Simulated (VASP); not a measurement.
GeRh, 8 atoms in the cell. It takes space group P2_13 (No. 198, cubic). The conventional cell has a = 4.846 Å, b = 4.846 Å, c = 4.846 Å, α = 90.00°, β = 90.00°, γ = 90.00°. Ge (site symmetry 3) has 7 Rh at 2.45 to 2.77 Å and 6 Ge at 3.01 Å within 3.2 Å. Rh (site symmetry 3) has 7 Ge at 2.45 to 2.77 Å and 6 Rh at 2.97 Å within 3.2 Å. 

```yaml
Program: VASP 6.6.1
Task: single point
Functional: PBEsol
Potentials_or_basis: VASP PAW PBE potentials, release 64 (Ge_d, Rh_pv)
Cutoff: 520 eV
k_mesh: 5 × 5 × 5
Occupations: methfessel-paxton, width 0.15 eV
Spin: no spin polarisation
Dipole_correction: no
Further_INCAR_settings: ALGO = Normal; EDIFF = 1e-06; NBANDS = 68
```

Potentials or basis: VASP PAW PBE potentials, release 64 (Ge_d, Rh_pv).

The run is started by

```bash
$ cat potpaw_PBE.64/Ge_d/POTCAR potpaw_PBE.64/Rh_pv/POTCAR > POTCAR
$ mpirun -np 1 vasp_std > vasp.out
```

Hardware: 1 thread of Intel(R) Xeon(R) Platinum 8375C CPU @ 2.90GHz (Ice Lake), on a shared host.

Question: How long does it take, and how much memory?

Answer: Run time: 58 s on 1 thread of Intel(R) Xeon(R) Platinum 8375C CPU @ 2.90GHz (Ice Lake), on a shared host, peak memory 0.23 GiB. Counts: scf iterations 13, k points 11.
